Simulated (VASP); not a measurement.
# P in VASP: further runs

The runs below take P through single point, with PBE.

Everything below comes from runs of VASP 6.6.1. Logs are shortened: lines on timing, memory, paths and dates and some standing lists are left out, and cuts for length are marked.

### Step 1. The cell of the first run

The cell holds a slab with vacuum, 4 atoms: a = 3.161 Å, b = 33.550 Å, c = 4.632 Å, α = 90.00°, β = 90.00°, γ = 90.00°.

### Step 2. Single point, PBE (strain -0.0375 x Voigt [1, 1, 0, 0, 0, 0])

Input file INCAR:

```
ALGO = Normal
EDIFF = 1E-6
ENCUT = 520
GGA = PE
ISIF = 2
ISMEAR = 0
LASPH = True
LCHARG = False
LREAL = False
LWAVE = False
NBANDS = 18
NELM = 60
PREC = Accurate
SIGMA = 0.05
```

Input file KPOINTS:

```
k-points
0
Gamma
  8 1 6
```

Input file POSCAR:

```
P
1.0
    3.1605879305      0.0000000000      0.0000000000
    0.0000000000     33.5498923279      0.0000000000
    0.0000000000      0.0000000000      4.6320847100
P
4
Direct
    0.0000000000      0.9702614300      0.5921507200
    0.0000000000      0.0297385700      0.4078492800
    0.5000000000      0.0297385700      0.0921507200
    0.5000000000      0.9702614300      0.9078492800
```

Potentials or basis: VASP PAW PBE potentials, release 64 (P).

The run is started by

```
$ cat potpaw_PBE.64/P/POTCAR > POTCAR
$ mpirun -np 1 vasp_std > vasp.out
```

OUTCAR:

```text
EDIFF = 1E-6
   ENCUT = 520
   GGA = PE
   ISIF = 2
   ISMEAR = 0
   LASPH = True
   LREAL = False
   NELM = 60
   PREC = Accurate

 ion  position               nearest neighbor table
   1  0.000  0.970  0.592-   4 2.15   4 2.15   2 2.17
   2  0.000  0.030  0.408-   3 2.15   3 2.15   1 2.17
   3  0.500  0.030  0.092-   2 2.15   2 2.15   4 2.17
   4  0.500  0.970  0.908-   1 2.15   1 2.15   3 2.17

  LATTYP: Found a simple orthorhombic cell.
 ALAT       =     3.1605879305
 B/A-ratio  =     1.4655769154
 C/A-ratio  =    10.6150795566

  Lattice vectors:

 A1 = (  -3.1605879305,   0.0000000000,   0.0000000000)
 A2 = (   0.0000000000,   0.0000000000,   4.6320847100)
 A3 = (   0.0000000000,  33.5498923279,   0.0000000000)

Analysis of symmetry for initial positions (statically):
=====================================================================
 Subroutine PRICEL returns:
 Original cell was already a primitive cell.

 Routine SETGRP: Setting up the symmetry group for a
 simple orthorhombic supercell.

 Subroutine GETGRP returns: Found  8 space group operations
 (whereof  4 operations were pure point group operations)
 out of a pool of  8 trial point group operations.

The static configuration has the point symmetry C_2h.
 The point group associated with its full space group is D_2h.

Analysis of symmetry for dynamics (positions and initial velocities):
=====================================================================
 Subroutine PRICEL returns:
 Original cell was already a primitive cell.

 Routine SETGRP: Setting up the symmetry group for a
 simple orthorhombic supercell.

 Subroutine GETGRP returns: Found  8 space group operations
 (whereof  4 operations were pure point group operations)
 out of a pool of  8 trial point group operations.

The dynamic configuration has the point symmetry C_2h.
 The point group associated with its full space group is D_2h.

 Subroutine INISYM returns: Found  8 space group operations
 (whereof  4 operations are pure point group operations),
 and found     1 'primitive' translations

----------------------------------------------------------------------------------------

                                     Primitive cell

  volume of cell :     491.1741

  direct lattice vectors                    reciprocal lattice vectors
     3.160587931  0.000000000  0.000000000     0.316396829  0.000000000  0.000000000
     0.000000000 33.549892328  0.000000000     0.000000000  0.029806355  0.000000000
     0.000000000  0.000000000  4.632084710     0.000000000  0.000000000  0.215885516

  length of vectors
     3.160587931 33.549892328  4.632084710     0.316396829  0.029806355  0.215885516

  position of ions in fractional coordinates (direct lattice)
     0.000000000  0.970261430  0.592150720
     0.000000000  0.029738570  0.407849280
     0.500000000  0.029738570  0.092150720
     0.500000000  0.970261430  0.907849280

  ion indices of the primitive-cell ions
   primitive index   ion index
                 1           1
                 2           2
                 3           3
                 4           4

----------------------------------------------------------------------------------------

 KPOINTS: k-points

Automatic generation of k-mesh.
 Grid dimensions read from file:
 generate k-points for:    8    1    6

 Generating k-lattice:

  Cartesian coordinates                     Fractional coordinates (reciprocal lattice)
     0.039549604  0.000000000  0.000000000     0.125000000  0.000000000  0.000000000
     0.000000000  0.029806355  0.000000000     0.000000000  1.000000000  0.000000000
     0.000000000  0.000000000  0.035980919     0.000000000  0.000000000  0.166666667

  Length of vectors
     0.039549604  0.029806355  0.035980919

  Shift w.r.t. Gamma in fractional coordinates (k-lattice)
     0.000000000  0.000000000  0.000000000

 Subroutine IBZKPT returns following result:
 ===========================================

 Found     20 irreducible k-points:

 Following reciprocal coordinates:
            Coordinates               Weight
  0.000000  0.000000  0.000000      1.000000
  0.125000  0.000000  0.000000      2.000000
  0.250000  0.000000  0.000000      2.000000
  0.375000  0.000000  0.000000      2.000000
  0.500000  0.000000  0.000000      1.000000
  0.000000  0.000000  0.166667      2.000000
[... 12 lines left out ...]
  0.375000  0.000000  0.500000      2.000000
  0.500000  0.000000  0.500000      1.000000
   k-points           NKPTS =     20   k-points in BZ     NKDIM =     20   number of bands    NBANDS=     18
   number of dos      NEDOS =    301   number of ions     NIONS =      4
   total plane-waves  NPLWV = 216000
   dimension x,y,z NGX =    24 NGY =  250 NGZ =   36
   dimension x,y,z NGXF=    48 NGYF=  500 NGZF=   72
   ions per type =               4
   NGX,Y,Z   is equivalent  to a cutoff of  12.62, 12.39, 12.92 a.u.
   NGXF,Y,Z  is equivalent  to a cutoff of  25.25, 24.78, 25.84 a.u.
 SYSTEM =  unknown system
   PREC   = accura    normal or accurate (medium, high low for compatibility)
   ISTART =      0    job   : 0-new  1-cont  2-samecut
   ICHARG =      2    charge: 1-file 2-atom 10-const
   ISPIN  =      1    spin polarized calculation?
   LNONCOLLINEAR =      F non collinear calculations
   LSORBIT =      F    spin-orbit coupling
   LASPH  =      T    aspherical Exc in radial PAW
   ENCUT  =  520.0 eV  38.22 Ry    6.18 a.u.   5.88 62.38  8.61*2*pi/ulx,y,z
   NELM   =     60;   NELMIN=  2; NELMDL= -5     # of ELM steps
   EDIFF  = 0.1E-05   stopping-criterion for ELM
   LREAL  =      F    real-space projection
   EDIFFG = 0.1E-04   stopping-criterion for IOM
   NSW    =      0    number of steps for IOM
   IBRION =     -1    ionic relax: 0-MD 1-quasi-New 2-CG
   NFREE  =      0    steps in history (QN), initial steepest desc. (CG)
   ISIF   =      2    stress and relaxation
   ISYM   =      2    0-nonsym 1-usesym 2-fastsym
   POTIM  = 0.5000    time-step for ionic-motion
   TEBEG  =    0.0;   TEEND  =   0.0 temperature during run
   PSTRESS=    0.0 pullay stress
   NELECT =      20.0000    total number of electrons
   NUPDOWN=      -1.0000    fix difference up-down
   EMIN   =  10.00;   EMAX   =-10.00  energy-range for DOS
   EFERMI =   0.00;   METHOD = LEGACY
   ISMEAR =     0;   SIGMA  =   0.05  broadening in eV -4-tet -1-fermi 0-gaus
   EFERMI_NEDOS =   21; number of points for ismear=-14 and -15
   IALGO  =     38    algorithm
   IMIX   =      4    mixing-type and parameters
     AMIX     =   0.40;   BMIX     =  1.00
     AMIX_MAG =   1.60;   BMIX_MAG =  1.00
  volume/ion in A,a.u.               =     122.79       828.65
  Fermi-wavevector in a.u.,A,eV,Ry     =   0.563213  1.064319  4.315895  0.317209
  Thomas-Fermi vector in A             =   1.600259
   LORBIT       =      0    0 simple, 1 ext, 2 COOP (PROOUT), +10 PAW based schemes
   GGA     = PE    functional components
   LHFCALC =     F    Hartree Fock is set to
   AEXX    =    0.0000 exact exchange contribution
   IVDW    =     0    specifies the selected vdW correction
   LEPSILON=     F    determine dielectric tensor
   LRPA    =     F    only Hartree local field effects (RPA)
 non-spin polarized calculation
 Gauss-broadening in eV      SIGMA  =   0.05
  energy-cutoff  :      520.00
  volume of cell :      491.17
 maximum number of plane-waves:     13300
 NGX is ok and might be reduce to    24
   NGX = 11   NGY =125   NGZ = 17

 number of electron      19.9999996 magnetization

 Free energy of the ion-electron system (eV)
  ---------------------------------------------------
  ext. energy  EPLUGINS =         0.00000000
  ---------------------------------------------------
  free energy    TOTEN  =       -21.25420365 eV

  energy without entropy =      -21.25420365  energy(sigma->0) =      -21.25420365

 E-fermi :  -3.1176     XC(G=0):  -1.8366

 val. band max:       -3.3471504872   @ k =   0.1250   0.0000   0.0000
 cond. band min:      -2.2756634794   @ k =   0.0000   0.0000   0.0000
 fundamental gap:      1.0714870077
 Fermi energy:        -3.1175511859

 k-point     1 :       0.0000    0.0000    0.0000
  band No.  band energies     occupation
      1     -19.0240      2.00000
      2     -16.3031      2.00000
      3     -13.0650      2.00000
      4      -9.4497      2.00000
      5      -8.3569      2.00000
      6      -7.9483      2.00000
[... 10 lines left out ...]
     17       1.7489      0.00000
     18       1.8946      0.00000

 k-point     2 :       0.1250    0.0000    0.0000
  band No.  band energies     occupation
      1     -18.8192      2.00000
      2     -16.0900      2.00000
      3     -13.0793      2.00000
      4      -9.2994      2.00000
      5      -8.1725      2.00000
      6      -8.0004      2.00000
[... 10 lines left out ...]
     17       1.9837      0.00000
     18       2.0985      0.00000

 k-point     3 :       0.2500    0.0000    0.0000
  band No.  band energies     occupation
      1     -18.2113      2.00000
      2     -15.4534      2.00000
      3     -13.3965      2.00000
      4      -9.1680      2.00000
      5      -9.1674      2.00000
      6      -8.9047      2.00000
[... 10 lines left out ...]
     17       2.1780      0.00000
     18       2.6868      0.00000

 k-point     4 :       0.3750    0.0000    0.0000
  band No.  band energies     occupation
      1     -17.2241      2.00000
      2     -14.4776      2.00000
      3     -14.4022      2.00000
      4     -11.1566      2.00000
      5      -9.3985      2.00000
      6      -8.5550      2.00000
[... 291 lines left out ...]
      4     -11.8449      2.00000
      5      -9.0317      2.00000
      6      -9.0317      2.00000
[... 10 lines left out ...]
     17       3.3564      0.00000
     18       3.3564      0.00000

 k-point    19 :       0.3750    0.0000    0.5000
  band No.  band energies     occupation
      1     -16.2097      2.00000
      2     -16.2097      2.00000
      3     -12.6491      2.00000
      4     -12.6491      2.00000
      5      -9.3256      2.00000
      6      -9.3256      2.00000
[... 10 lines left out ...]
     17       3.3966      0.00000
     18       3.3966      0.00000

 k-point    20 :       0.5000    0.0000    0.5000
  band No.  band energies     occupation
      1     -15.5420      2.00000
      2     -15.5420      2.00000
      3     -13.4915      2.00000
      4     -13.4915      2.00000
      5      -8.6483      2.00000
      6      -8.6483      2.00000
[... 10 lines left out ...]
     17       3.4171      0.00000
     18       3.4171      0.00000

------------------------ aborting loop because EDIFF is reached ----------------------------------------

  FORCE on cell =-STRESS in cart. coord.  units (eV):
  Direction    XX          YY          ZZ          XY          YZ          ZX
  --------------------------------------------------------------------------------------
  -------------------------------------------------------------------------------------
  Total        5.5483948      3.6448551      2.9539498      0.0000000      0.0000000      0.0000000
  in kB       18.0984938     11.8892745      9.6355872      0.0000000      0.0000000      0.0000000
  external PRESSURE =      13.2077852 kB  Pullay stress =       0.0000000 kB

 VOLUME and BASIS-vectors are now :
 -----------------------------------------------------------------------------
  energy-cutoff  :      520.00
  volume of cell :      491.17
      direct lattice vectors                 reciprocal lattice vectors
     3.160587931  0.000000000  0.000000000     0.316396829  0.000000000  0.000000000
     0.000000000 33.549892328  0.000000000     0.000000000  0.029806355  0.000000000
     0.000000000  0.000000000  4.632084710     0.000000000  0.000000000  0.215885516

 POSITION                                       TOTAL-FORCE (eV/Angst)
 -----------------------------------------------------------------------------------
      0.00000     32.55217      2.74289         0.000000     -0.917311     -0.338759
      0.00000      0.99773      1.88919        -0.000000      0.917311      0.338759
      1.58029      0.99773      0.42685         0.000000      0.917311     -0.338759
      1.58029     32.55217      4.20523         0.000000     -0.917311      0.338759
 -----------------------------------------------------------------------------------
    total drift:                               -0.000000      0.000000     -0.000000

  FREE ENERGIE OF THE ION-ELECTRON SYSTEM (eV)
  ---------------------------------------------------
  free  energy   TOTEN  =       -21.2542036451 eV

  energy  without entropy=      -21.2542036451  energy(sigma->0) =      -21.25420365
```

Wall time 6.2 min (1 thread of Oxide Virtual Turin-like, shared host); peak memory 0.48 GiB.

Results:

```yaml
Free_energy: -21.2542 eV
Largest_force: 0.978 eV/Å
Band_gap_on_the_k_mesh: 1.07 eV (least direct gap 1.10 eV)
```

Forces on the atoms (eV/Å):
```
P    0.000 -0.917 -0.339
P    0.000  0.917  0.339
P    0.000  0.917 -0.339
P    0.000 -0.917  0.339
```

Levels at points of the mesh, in eV from the valence-band top:
```tsv
k point	band 7	band 8	band 9	band 10	band 11	band 12	band 13	band 14
(0.00, 0.00, 0.00)	-3.23	-1.74	-1.49	-0.03	1.07	1.93	3.25	3.51
(0.50, 0.00, 0.00)	-2.87	-2.87	-2.00	-2.00	1.17	1.17	2.26	2.26
(0.00, 0.00, 0.50)	-2.41	-2.41	-1.62	-1.62	2.61	2.61	3.95	3.95
(0.50, 0.00, 0.50)	-4.64	-4.64	-0.96	-0.96	2.53	2.53	3.54	3.54
```

Caveat: the cell differs from its parent crystal (strain -0.0375 x Voigt [1, 1, 0, 0, 0, 0]); there is no dipole correction, which matters where the two faces differ.

### Step 3. Single point, PBE (strain +0.0375 x Voigt [1, 1, 0, 0, 0, 0])

Input file INCAR:

```
SYSTEM = P
PREC = Accurate
ENCUT = 520
EDIFF = 1E-6
ISMEAR = 0
SIGMA = 0.05
LREAL = .False.
LASPH = .True.
NELM = 80
ALGO = Normal
ISIF = 2
LWAVE = .False.
LCHARG = .False.
GGA = PE
NBANDS = 18
```

Input file KPOINTS:

```
regular mesh
0
Gamma
  8 1 6
  0 0 0
```

POSCAR, as its differences from that of step 2:

```diff
@@ -2,4 +2,4 @@
 1.0
-    3.1605879305      0.0000000000      0.0000000000
-    0.0000000000     33.5498923279      0.0000000000
+    3.4068675095      0.0000000000      0.0000000000
+    0.0000000000     36.1641696521      0.0000000000
     0.0000000000      0.0000000000      4.6320847100
```

Potentials or basis: VASP PAW PBE potentials, release 64 (P).

The run is started by

```
$ cat potpaw_PBE.64/P/POTCAR > POTCAR
$ mpirun -np 1 vasp_std > vasp.out
```

Wall time 7.7 min (1 thread of Oxide Virtual Turin-like, shared host); peak memory 0.6 GiB.

It converged, with:

```
Free energy            : -21.3929 eV
Largest force          : 0.459 eV/Å
Band gap on the k mesh : 0.80 eV
```

Forces on the atoms (eV/Å):
```
P    0.000  0.409 -0.210
P    0.000 -0.409  0.210
P    0.000 -0.409 -0.210
P    0.000  0.409  0.210
```

Levels at points of the mesh, in eV from the valence-band top:
| k point | band 7 | band 8 | band 9 | band 10 | band 11 | band 12 | band 13 | band 14 |
| --- | --- | --- | --- | --- | --- | --- | --- | --- |
| (0.00, 0.00, 0.00) | -3.63 | -2.19 | -1.55 | 0.00 | 0.80 | 1.21 | 2.10 | 3.13 |
| (0.50, 0.00, 0.00) | -2.66 | -2.66 | -1.98 | -1.98 | 1.24 | 1.24 | 2.26 | 2.26 |
| (0.00, 0.00, 0.50) | -2.87 | -2.87 | -1.24 | -1.24 | 1.58 | 1.58 | 3.37 | 3.37 |
| (0.50, 0.00, 0.50) | -4.48 | -4.48 | -1.20 | -1.20 | 2.15 | 2.15 | 3.97 | 3.97 |

Caveat: the cell differs from its parent crystal (strain +0.0375 x Voigt [1, 1, 0, 0, 0, 0]); there is no dipole correction, which matters where the two faces differ; semilocal functionals underestimate gaps, and a narrow one can read as zero.

[end of part 1 of 2]
